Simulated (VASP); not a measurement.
The system is Li3H2.

```
Li H
1.0
     3.11075    0.00000    0.00000
     0.00000    3.15580    0.00000
     0.00000    0.00000    5.44045
Li H
3 2
Direct
  0.50000 0.00000 0.81420
  0.50000 0.00000 0.15643
  0.00000 0.00000 0.35889
  0.00000 0.50000 0.00345
  0.50000 0.50000 0.49503
```

The cell was generated, and may not be a known phase.

- Program: VASP 6.6.1
- Task: relaxation of cell and atoms
- Functional: PBE
- Potentials or basis: VASP PAW PBE potentials, release 64 (Li_sv, H_h)
- Cutoff: 1230 eV
- k mesh: 5 × 5 × 3
- Occupations: gaussian, width 0.2 eV
- Spin: no spin polarisation

At the start: pressure 2.8 GPa; volume 10.68 Å³/atom.

Problem. How do energy, volume and symmetry change on relaxing?

Solution. Over 28 steps the energy falls by 712.6 meV/atom and the volume is 10.50 Å³/atom (-1.7 %); space group Pmm2 (No. 25, to 0.1 Å) before and after.

The path:
```tsv
step	energy change (eV)	largest force (eV/Å)	pressure (GPa)	volume (Å³)
1	0.0000	2.3501	2.80	53.41
2	-0.6691	1.8945	1.29	54.81
3	-2.0928	0.3584	-2.87	58.44
4	-0.5269	2.0494	2.35	62.61
5	-2.1274	0.9800	-2.44	60.03
6	-2.1689	0.7285	-2.68	59.50
7	-2.4307	0.7693	-1.81	57.15
8	-2.5324	0.7850	-0.40	54.85
9	-2.8395	0.5679	0.55	53.27
10	-2.9609	0.3962	1.94	51.76
11	-2.9671	0.3467	2.67	51.16
12	-3.0413	0.2736	0.93	53.73
13	-3.0666	0.2129	-0.62	56.61
14	-3.0898	0.2295	-0.53	56.61
15	-3.1244	0.4543	-0.41	56.57
16	-3.1397	0.4706	-0.40	56.44
17	-3.1858	0.5081	-0.42	56.05
18	-3.2633	0.5198	-0.59	55.28
19	-3.2180	0.9840	-0.63	53.75
20	-3.2864	0.5012	-0.71	54.79
21	-3.3438	0.5254	-0.60	53.92
22	-3.3852	0.5995	0.12	52.30
23	-3.4533	0.6280	0.54	51.57
24	-3.4688	0.6537	1.11	50.99
25	-3.5343	0.2721	0.25	52.00
26	-3.5438	0.2057	-0.11	52.54
27	-3.5575	0.1211	-0.08	52.51
28	-3.5629	0.0281	-0.01	52.48
```

Final structure:
```
Li H
1.0
     2.76787    0.00000    0.00000
     0.00000    2.53572    0.00000
     0.00000    0.00000    7.47696
Li H
3 2
Direct
  0.50000 0.00000 0.68982
  0.50000 0.00000 0.07083
  0.00000 0.00000 0.38901
  0.00000 0.50000 0.17665
  0.50000 0.50000 0.50168
```

Caveat: the k points lie up to 0.50 Å⁻¹ apart in the final cell, too coarse for converged energies and pressures of a metal; a cell axis changed by over 15 % at a fixed basis, so the end point is rough.
